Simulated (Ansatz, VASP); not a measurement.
Ge in VASP and in Ansatz

Contents of INCAR:

```
PREC = Accurate ; ENCUT = 600
EDIFF = 1E-7 ; ISMEAR = 0
SIGMA = 0.1 ; LREAL = F
LASPH = T ; NELM = 80
ALGO = Normal ; ISIF = 3
LWAVE = F ; LCHARG = F
GGA = PE ; IBRION = 2
NSW = 90 ; EDIFFG = -0.04
```

The input KPOINTS:

```
regular mesh
0
Gamma
  8 8 8
```

The input POSCAR:

```
Ge
1.0
   -1.8658957745      1.8658957745      1.4070195479
    1.8658957745     -1.8658957745      1.4070195479
    1.8658957745      1.8658957745     -1.4070195479
Ge
1
Direct
    0.5000000000      0.5000000000      0.0000000000
```

Input for Ansatz:

```yaml
crystal:
  lattice:
    - [-1.8658957745, 1.8658957745, 1.4070195479]
    - [1.8658957745, -1.8658957745, 1.4070195479]
    - [1.8658957745, 1.8658957745, -1.4070195479]
  atoms:
    - { symbol: Ge, position: [0.5, 0.5, 0.0] }
basis:
  ecutwfc: 420
kpoints:
  mp_grid: { grid: [8, 8, 8] }
hamiltonian:
  xc: pbe
scf:
  occupations: { method: gaussian, width: 0.1 }
  lower_state_search: "off"
output:
  forces: true
  stress: true
  eigenvalues: true
relax:
  adjacent_minimum: "off"
  f_tol: 0.04
  max_steps: 70
  cell: { stress_tol: 0.4 }
```

Alike in both runs: task relaxation of cell and atoms; functional PBE; k mesh 8 × 8 × 8; occupations gaussian, width 0.1 eV; no spin polarisation.

|  | VASP | Ansatz |
| --- | --- | --- |
| version | VASP 6.6.1 | Ansatz 0.2.0 |
| potentials or method | VASP PAW PBE potentials, release 64 (Ge_d), cutoff 600 eV | scalar-relativistic, plane waves, PAW |
| valence electrons in the cell | 14 | 14 |

Ansatz gave:

| Property | Result |
| --- | --- |
| gap on the k mesh at the Fermi level, each at its own relaxed structure (eV) | none |
| relaxed volume (Å³/atom) | 19.26 |
| relaxed cell length with the largest relative difference (Å) | 2.958 |

Q: Estimate VASP's values.

A: gap on the k mesh at the Fermi level, each at its own relaxed structure (eV): none; relaxed volume (Å³/atom): 19.30; relaxed cell length with the largest relative difference (Å): 2.959.

A gap of «none» marks a metal or a gap that the smearing closes.
